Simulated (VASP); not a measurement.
# NaHgF3 (Pm-3m) in VASP: further runs

The runs below take NaHgF3 through single point, relaxation of cell and atoms, with r2SCAN+rVV10.

Everything below comes from runs of VASP 6.6.1. Logs are shortened: lines on timing, memory, paths and dates and some standing lists are left out, and cuts for length are marked.

## (1) The cell of the first run

The structure is cubic, space group Pm-3m (No. 221). The conventional cell has a = 4.481 Å, b = 4.481 Å, c = 4.481 Å, α = 90.00°, β = 90.00°, γ = 90.00°. Within 4.2 Å of Na (site symmetry m-3m) lie 12 F at 3.17 Å and 8 Hg at 3.88 Å. Hg (site symmetry m-3m) has 6 F at 2.24 Å within 3.0 Å. F (site symmetry 4/mmm) has 2 Hg at 2.24 Å within 3.0 Å.

## (2) Single point, r2SCAN+rVV10

POSCAR reads:

```
NaHgF3
1.0
    4.4810846074      0.0000000000      0.0000000000
    0.0000000000      4.4810846074      0.0000000000
    0.0000000000      0.0000000000      4.4810846074
Na Hg F
1 1 3
Direct
    0.0000000000      0.0000000000      0.0000000000
    0.5000000000      0.5000000000      0.5000000000
    0.5000000000      0.5000000000      0.0000000000
    0.5000000000      0.0000000000      0.5000000000
    0.0000000000      0.5000000000      0.5000000000
```

INCAR.step1 reads:

```
PREC     = Accurate       # precision mode
ENCUT    = 520            # plane-wave cutoff, eV
ISMEAR   = -1             # smearing method
SIGMA    = 0.03           # smearing width, eV
LREAL    = False          # projectors in reciprocal space
LASPH    = True           # aspherical terms in the spheres
NELM     = 80             # most SCF steps
NBANDS   = 28             # bands
GGA      = PE             # functional
ALGO     = Normal         # electronic algorithm
EDIFF    = 1E-4           # SCF threshold, eV
LWAVE    = True           # write WAVECAR
LCHARG   = False          # write CHGCAR
```

INCAR.step2 reads:

```
PREC     = Accurate       # precision mode
ENCUT    = 520            # plane-wave cutoff, eV
EDIFF    = 1E-6           # SCF threshold, eV
ISMEAR   = -1             # smearing method
SIGMA    = 0.03           # smearing width, eV
LREAL    = False          # projectors in reciprocal space
LASPH    = True           # aspherical terms in the spheres
NELM     = 80             # most SCF steps
ALGO     = Normal         # electronic algorithm
ISIF     = 2              # what is computed and relaxed
LWAVE    = False          # write WAVECAR
LCHARG   = True           # write CHGCAR
METAGGA  = R2SCAN         # meta-GGA
LMIXTAU  = True         
LUSE_VDW = True         
IVDW_NL  = 2            
BPARAM   = 11.95        
CPARAM   = 0.0093       
LELF     = True           # ELF
LVHAR    = True         
NBANDS   = 28             # bands
ISTART   = 1
```

KPOINTS reads:

```
regular mesh
0
Gamma
  6 6 6
```

Potentials or basis: VASP PAW PBE potentials, release 64 (Na_pv, Hg, F).

Launch:

```
> cat potpaw_PBE.64/Na_pv/POTCAR potpaw_PBE.64/Hg/POTCAR potpaw_PBE.64/F/POTCAR > POTCAR
> cp INCAR.step1 INCAR
> mpirun -np 1 vasp_std > vasp.out
> cp INCAR.step2 INCAR
> mpirun -np 1 vasp_std > vasp.out
```

OUTCAR:

```text
PREC = Accurate
   ENCUT = 520
   EDIFF = 1E-6
   ISMEAR = -1
   LREAL = False
   LASPH = True
   NELM = 80
   ISIF = 2
   METAGGA = R2SCAN
   IVDW_NL = 2
   BPARAM = 11.95
   ISTART = 1

 ion  position               nearest neighbor table
   1  0.000  0.000  0.000-
   2  0.500  0.500  0.500-   3 2.24   4 2.24   5 2.24   3 2.24   4 2.24   5 2.24
   3  0.500  0.500  0.000-   2 2.24   2 2.24
   4  0.500  0.000  0.500-   2 2.24   2 2.24
   5  0.000  0.500  0.500-   2 2.24   2 2.24

  LATTYP: Found a simple cubic cell.
 ALAT       =     4.4810846074

  Lattice vectors:

 A1 = (   4.4810846074,   0.0000000000,   0.0000000000)
 A2 = (   0.0000000000,   4.4810846074,   0.0000000000)
 A3 = (   0.0000000000,   0.0000000000,   4.4810846074)

Analysis of symmetry for initial positions (statically):
=====================================================================
 Subroutine PRICEL returns:
 Original cell was already a primitive cell.

 Routine SETGRP: Setting up the symmetry group for a
 simple cubic supercell.

 Subroutine GETGRP returns: Found 48 space group operations
 (whereof 48 operations were pure point group operations)
 out of a pool of 48 trial point group operations.

The static configuration has the point symmetry O_h .

Analysis of symmetry for dynamics (positions and initial velocities):
=====================================================================
 Subroutine PRICEL returns:
 Original cell was already a primitive cell.

 Routine SETGRP: Setting up the symmetry group for a
 simple cubic supercell.

 Subroutine GETGRP returns: Found 48 space group operations
 (whereof 48 operations were pure point group operations)
 out of a pool of 48 trial point group operations.

The dynamic configuration has the point symmetry O_h .

 Subroutine INISYM returns: Found 48 space group operations
 (whereof 48 operations are pure point group operations),
 and found     1 'primitive' translations

----------------------------------------------------------------------------------------

                                     Primitive cell

  volume of cell :      89.9807

  direct lattice vectors                    reciprocal lattice vectors
     4.481084607  0.000000000  0.000000000     0.223160259  0.000000000  0.000000000
     0.000000000  4.481084607  0.000000000     0.000000000  0.223160259  0.000000000
     0.000000000  0.000000000  4.481084607     0.000000000  0.000000000  0.223160259

  length of vectors
     4.481084607  4.481084607  4.481084607     0.223160259  0.223160259  0.223160259

  position of ions in fractional coordinates (direct lattice)
     0.000000000  0.000000000  0.000000000
     0.500000000  0.500000000  0.500000000
     0.500000000  0.500000000  0.000000000
     0.500000000  0.000000000  0.500000000
     0.000000000  0.500000000  0.500000000

  ion indices of the primitive-cell ions
   primitive index   ion index
                 1           1
                 2           2
                 3           3
                 4           4
                 5           5

----------------------------------------------------------------------------------------

 KPOINTS: regular mesh

Automatic generation of k-mesh.
 Grid dimensions read from file:
 generate k-points for:    6    6    6

 Generating k-lattice:

  Cartesian coordinates                     Fractional coordinates (reciprocal lattice)
     0.037193376  0.000000000  0.000000000     0.166666667  0.000000000  0.000000000
     0.000000000  0.037193376  0.000000000     0.000000000  0.166666667  0.000000000
     0.000000000  0.000000000  0.037193376     0.000000000  0.000000000  0.166666667

  Length of vectors
     0.037193376  0.037193376  0.037193376

  Shift w.r.t. Gamma in fractional coordinates (k-lattice)
     0.000000000  0.000000000  0.000000000

 Subroutine IBZKPT returns following result:
 ===========================================

 Found     20 irreducible k-points:

 Following reciprocal coordinates:
            Coordinates               Weight
  0.000000  0.000000  0.000000      1.000000
  0.166667  0.000000  0.000000      6.000000
  0.333333  0.000000  0.000000      6.000000
  0.500000  0.000000  0.000000      3.000000
  0.166667  0.166667  0.000000     12.000000
  0.333333  0.166667  0.000000     24.000000
[... 12 lines left out ...]
  0.500000  0.500000  0.333333      6.000000
  0.500000  0.500000  0.500000      1.000000
   k-points           NKPTS =     20   k-points in BZ     NKDIM =     20   number of bands    NBANDS=     28
   number of dos      NEDOS =    301   number of ions     NIONS =      5
   total plane-waves  NPLWV =  46656
   dimension x,y,z NGX =    36 NGY =   36 NGZ =   36
   dimension x,y,z NGXF=    72 NGYF=   72 NGZF=   72
   ions per type =               1   1   3
   NGX,Y,Z   is equivalent  to a cutoff of  13.36, 13.36, 13.36 a.u.
   NGXF,Y,Z  is equivalent  to a cutoff of  26.71, 26.71, 26.71 a.u.
 SYSTEM =  unknown system
   PREC   = accura    normal or accurate (medium, high low for compatibility)
   ISTART =      1    job   : 0-new  1-cont  2-samecut
   ICHARG =      0    charge: 1-file 2-atom 10-const
   ISPIN  =      1    spin polarized calculation?
   LNONCOLLINEAR =      F non collinear calculations
   LSORBIT =      F    spin-orbit coupling
   LASPH  =      T    aspherical Exc in radial PAW
   ENCUT  =  520.0 eV  38.22 Ry    6.18 a.u.   8.33  8.33  8.33*2*pi/ulx,y,z
   NELM   =     80;   NELMIN=  2; NELMDL=  0     # of ELM steps
   EDIFF  = 0.1E-05   stopping-criterion for ELM
   LREAL  =      F    real-space projection
   EDIFFG = 0.1E-04   stopping-criterion for IOM
   NSW    =      0    number of steps for IOM
   IBRION =     -1    ionic relax: 0-MD 1-quasi-New 2-CG
   NFREE  =      0    steps in history (QN), initial steepest desc. (CG)
   ISIF   =      2    stress and relaxation
   ISYM   =      2    0-nonsym 1-usesym 2-fastsym
   POTIM  = 0.5000    time-step for ionic-motion
   TEBEG  =    0.0;   TEEND  =   0.0 temperature during run
   PSTRESS=    0.0 pullay stress
   NELECT =      40.0000    total number of electrons
   NUPDOWN=      -1.0000    fix difference up-down
   EMIN   =  10.00;   EMAX   =-10.00  energy-range for DOS
   EFERMI =   0.00;   METHOD = LEGACY
   ISMEAR =    -1;   SIGMA  =   0.03  broadening in eV -4-tet -1-fermi 0-gaus
   EFERMI_NEDOS =   21; number of points for ismear=-14 and -15
   IALGO  =     38    algorithm
   IMIX   =      4    mixing-type and parameters
     AMIX     =   0.40;   BMIX     =  1.00
     AMIX_MAG =   1.60;   BMIX_MAG =  1.00
  volume/ion in A,a.u.               =      18.00       121.44
  Fermi-wavevector in a.u.,A,eV,Ry     =   1.249429  2.361079 21.239695  1.561074
  Thomas-Fermi vector in A             =   2.383470
   LORBIT       =      0    0 simple, 1 ext, 2 COOP (PROOUT), +10 PAW based schemes
   METAGGA = R2SCAN    functional components
   LHFCALC =     F    Hartree Fock is set to
   AEXX    =    0.0000 exact exchange contribution
   IVDW_NL    =     2    kernel type
   BPARAM     =11.9500
   IVDW    =     0    specifies the selected vdW correction
   LEPSILON=     F    determine dielectric tensor
   LRPA    =     F    only Hartree local field effects (RPA)
 non-spin polarized calculation
  energy-cutoff  :      520.00
  volume of cell :       89.98
 maximum number of plane-waves:      2469
 NGX is ok and might be reduce to    36
   NGX = 17   NGY = 17   NGZ = 17

 number of electron      39.9999996 magnetization

 Free energy of the ion-electron system (eV)
  ---------------------------------------------------
  ext. energy  EPLUGINS =         0.00000000
  ---------------------------------------------------
  free energy    TOTEN  =       -70.20838108 eV

  energy without entropy =      -70.20838098  energy(sigma->0) =      -70.20838103

 E-fermi :  -0.6194     XC(G=0):  -8.7885

 val. band max:       -1.0432863924   @ k =   0.5000   0.5000   0.5000
 cond. band min:      -0.2804361180   @ k =   0.0000   0.0000   0.0000
 fundamental gap:      0.7628502744
 Fermi energy:        -0.6194459235

 k-point     1 :       0.0000    0.0000    0.0000
  band No.  band energies     occupation
      1     -25.2867      2.00000
      2     -25.2867      2.00000
      3     -25.2867      2.00000
      4     -24.3103      2.00000
      5     -24.0530      2.00000
      6     -24.0530      2.00000
[... 20 lines left out ...]
     27       9.2086      0.00000
     28      13.2464      0.00000

 k-point     2 :       0.1667    0.0000    0.0000
  band No.  band energies     occupation
      1     -25.2884      2.00000
      2     -25.2867      2.00000
      3     -25.2867      2.00000
      4     -24.2874      2.00000
      5     -24.0523      2.00000
      6     -24.0515      2.00000
[... 20 lines left out ...]
     27      10.6803      0.00000
     28      12.2497      0.00000

 k-point     3 :       0.3333    0.0000    0.0000
  band No.  band energies     occupation
      1     -25.2917      2.00000
      2     -25.2866      2.00000
      3     -25.2866      2.00000
      4     -24.2409      2.00000
      5     -24.0512      2.00000
      6     -24.0486      2.00000
[... 20 lines left out ...]
     27      11.0277      0.00000
     28      11.0277      0.00000

 k-point     4 :       0.5000    0.0000    0.0000
  band No.  band energies     occupation
      1     -25.2933      2.00000
      2     -25.2866      2.00000
      3     -25.2866      2.00000
      4     -24.2170      2.00000
      5     -24.0511      2.00000
      6     -24.0475      2.00000
[... 20 lines left out ...]
     27      10.1927      0.00000
     28      10.1927      0.00000

 k-point     5 :       0.1667    0.1667    0.0000
  band No.  band energies     occupation
      1     -25.2887      2.00000
      2     -25.2877      2.00000
      3     -25.2867      2.00000
      4     -24.2648      2.00000
      5     -24.0514      2.00000
      6     -24.0503      2.00000
[... 20 lines left out ...]
     27      10.9363      0.00000
     28      11.3726      0.00000

 k-point     6 :       0.3333    0.1667    0.0000
  band No.  band energies     occupation
      1     -25.2912      2.00000
      2     -25.2877      2.00000
      3     -25.2866      2.00000
      4     -24.2192      2.00000
      5     -24.0502      2.00000
      6     -24.0475      2.00000
[... 339 lines left out ...]
      5     -24.0449      2.00000
      6     -24.0449      2.00000
[... 20 lines left out ...]
     27       9.1893      0.00000
     28      10.6544      0.00000

 k-point    18 :       0.5000    0.3333    0.3333
  band No.  band energies     occupation
      1     -25.2893      2.00000
      2     -25.2885      2.00000
      3     -25.2878      2.00000
      4     -24.0874      2.00000
      5     -24.0445      2.00000
      6     -24.0428      2.00000
[... 20 lines left out ...]
     27       9.5867      0.00000
     28       9.7309      0.00000

 k-point    19 :       0.5000    0.5000    0.3333
  band No.  band energies     occupation
      1     -25.2888      2.00000
      2     -25.2888      2.00000
      3     -25.2878      2.00000
      4     -24.0662      2.00000
      5     -24.0426      2.00000
      6     -24.0426      2.00000
[... 20 lines left out ...]
     27       8.8271      0.00000
     28       8.8271      0.00000

 k-point    20 :       0.5000    0.5000    0.5000
  band No.  band energies     occupation
      1     -25.2882      2.00000
      2     -25.2882      2.00000
      3     -25.2882      2.00000
      4     -24.0429      2.00000
      5     -24.0429      2.00000
      6     -24.0429      2.00000
[... 20 lines left out ...]
     27       7.8630      0.00000
     28       7.8630      0.00000

------------------------ aborting loop because EDIFF is reached ----------------------------------------

  FORCE on cell =-STRESS in cart. coord.  units (eV):
  Direction    XX          YY          ZZ          XY          YZ          ZX
  --------------------------------------------------------------------------------------
  -------------------------------------------------------------------------------------
  Total        0.3706497      0.3706497      0.3706497     -0.0000000     -0.0000000      0.0000000
  in kB        6.5997097      6.5997097      6.5997097     -0.0000000     -0.0000000      0.0000000
  external PRESSURE =       6.5997097 kB  Pullay stress =       0.0000000 kB

 VOLUME and BASIS-vectors are now :
 -----------------------------------------------------------------------------
  energy-cutoff  :      520.00
  volume of cell :       89.98
      direct lattice vectors                 reciprocal lattice vectors
     4.481084607  0.000000000  0.000000000     0.223160259  0.000000000  0.000000000
     0.000000000  4.481084607  0.000000000     0.000000000  0.223160259  0.000000000
     0.000000000  0.000000000  4.481084607     0.000000000  0.000000000  0.223160259

 POSITION                                       TOTAL-FORCE (eV/Angst)
 -----------------------------------------------------------------------------------
      0.00000      0.00000      0.00000         0.000000      0.000000      0.000000
      2.24054      2.24054      2.24054         0.000000      0.000000      0.000000
      2.24054      2.24054      0.00000         0.000000      0.000000      0.000000
      2.24054      0.00000      2.24054         0.000000      0.000000      0.000000
      0.00000      2.24054      2.24054         0.000000      0.000000      0.000000
 -----------------------------------------------------------------------------------
    total drift:                                0.000000      0.000000      0.000000

  FREE ENERGIE OF THE ION-ELECTRON SYSTEM (eV)
  ---------------------------------------------------
  free  energy   TOTEN  =       -70.2083810756 eV

  energy  without entropy=      -70.2083809813  energy(sigma->0) =      -70.20838103
```

Run time: 2.2 min. Hardware: 1 thread of Intel Xeon Platinum 8488C (Sapphire Rapids), shared host; peak memory 0.41 GiB.

Results:

| Property | Result |
| --- | --- |
| Free energy | -70.2084 eV |
| Pressure | 0.7 GPa |
| Band gap on the k mesh | 0.76 eV, indirect (least direct gap 3.78 eV) |

Levels at points of the mesh, in eV from the valence-band top:
```tsv
k point	band 16	band 17	band 18	band 19	band 20	band 21	band 22	band 23	band 24	band 25
(0.00, 0.00, 0.00)	-3.02	-3.02	-3.02	-3.02	-3.02	0.76	5.54	9.94	9.94	10.25
(0.50, 0.00, 0.00)	-3.02	-3.02	-2.49	-2.49	-2.07	3.47	5.03	8.19	10.89	11.10
(0.50, 0.50, 0.00)	-2.66	-2.49	-2.48	-2.48	0.00	5.12	6.59	6.83	6.83	11.00
(0.50, 0.50, 0.50)	-2.47	-2.47	-2.47	0.00	0.00	6.43	6.80	8.17	8.17	8.17
```

Caveat: the PAW data sets were made with another functional, which shifts forces and pressure a little; spin-orbit coupling is left out, which moves the levels of the heavy elements. A k mesh can miss the band edges.

## (3) Relaxation of cell and atoms, r2SCAN+rVV10

This run uses another cell than the first one, of 18.13 Å³/atom, 1.007 times its volume.

Edit POSCAR of step 2 so:

```diff
@@ -2,5 +2,5 @@
 1.0
-    4.4810846074      0.0000000000      0.0000000000
-    0.0000000000      4.4810846074      0.0000000000
-    0.0000000000      0.0000000000      4.4810846074
+    4.4921176369      0.0000000000      0.0000000000
+    0.0000000000      4.4921176369      0.0000000000
+    0.0000000000      0.0000000000      4.4921176369
 Na Hg F
```

INCAR.step1 reads:

```
SYSTEM = NaHgF3
PREC = Accurate ; ENCUT = 600
ISMEAR = -1 ; SIGMA = 0.03
LREAL = .False. ; LASPH = .True.
NELM = 80 ; GGA = PE
ALGO = Normal ; EDIFF = 1E-4
LWAVE = .True. ; LCHARG = .False.
```

INCAR.step2 reads:

```
SYSTEM = NaHgF3
PREC = Accurate ; ENCUT = 600
EDIFF = 1E-7 ; ISMEAR = -1
SIGMA = 0.03 ; LREAL = .False.
LASPH = .True. ; NELM = 80
ALGO = Normal ; ISIF = 3
LWAVE = .False. ; LCHARG = .False.
METAGGA = R2SCAN ; LMIXTAU = .True.
LUSE_VDW = .True. ; IVDW_NL = 2
BPARAM = 11.95 ; CPARAM = 0.0093
IBRION = 2 ; NSW = 100
EDIFFG = -0.01 ; ISTART = 1
```

KPOINTS reads:

```
regular mesh
0
Gamma
  6 6 6
  0 0 0
```

Potentials or basis: VASP PAW PBE potentials, release 64 (Na_pv, Hg, F).

Launch:

```
> cat potpaw_PBE.64/Na_pv/POTCAR potpaw_PBE.64/Hg/POTCAR potpaw_PBE.64/F/POTCAR > POTCAR
> cp INCAR.step1 INCAR
> mpirun -np 1 vasp_std > vasp.out
> cp INCAR.step2 INCAR
> mpirun -np 1 vasp_std > vasp.out
```

Wall time 7.7 min (1 thread of Oxide Virtual Turin-like, shared host); peak memory 0.39 GiB.

Results (log left out):

- Free energy: -70.2181 eV
- Pressure after relaxing: 0.1 GPa
- Band gap on the k mesh: 0.78 eV, indirect (least direct gap 3.74 eV)

Final structure:
```cif
data_structure
_symmetry_space_group_name_H-M 'P 1'
_symmetry_Int_Tables_number 1
_cell_length_a 4.4921
_cell_length_b 4.4921
_cell_length_c 4.4921
_cell_angle_alpha 90.000
_cell_angle_beta 90.000
_cell_angle_gamma 90.000
_cell_volume 90.65
loop_
_atom_site_label
_atom_site_type_symbol
_atom_site_fract_x
_atom_site_fract_y
_atom_site_fract_z
_atom_site_occupancy
Na1 Na 0.00000 0.00000 0.00000 1
Hg1 Hg 0.50000 0.50000 0.50000 1
F1 F 0.50000 0.50000 0.00000 1
F2 F 0.50000 0.00000 0.50000 1
F3 F 0.00000 0.50000 0.50000 1
```

Levels at points of the mesh, in eV from the valence-band top:
| k point | band 18 | band 19 | band 20 | band 21 | band 22 | band 23 |
| --- | --- | --- | --- | --- | --- | --- |
| (0.00, 0.00, 0.00) | -2.96 | -2.96 | -2.96 | 0.78 | 5.55 | 9.97 |
| (0.50, 0.00, 0.00) | -2.44 | -2.44 | -2.06 | 3.46 | 5.06 | 8.21 |
| (0.50, 0.50, 0.00) | -2.44 | -2.44 | 0.00 | 5.09 | 6.61 | 6.85 |
| (0.50, 0.50, 0.50) | -2.43 | 0.00 | 0.00 | 6.40 | 6.83 | 8.18 |

Caveat: the relaxation stopped at its first step, so nothing moved; the PAW data sets were made with another functional, which shifts forces and pressure a little; spin-orbit coupling is left out, which moves the levels of the heavy elements.
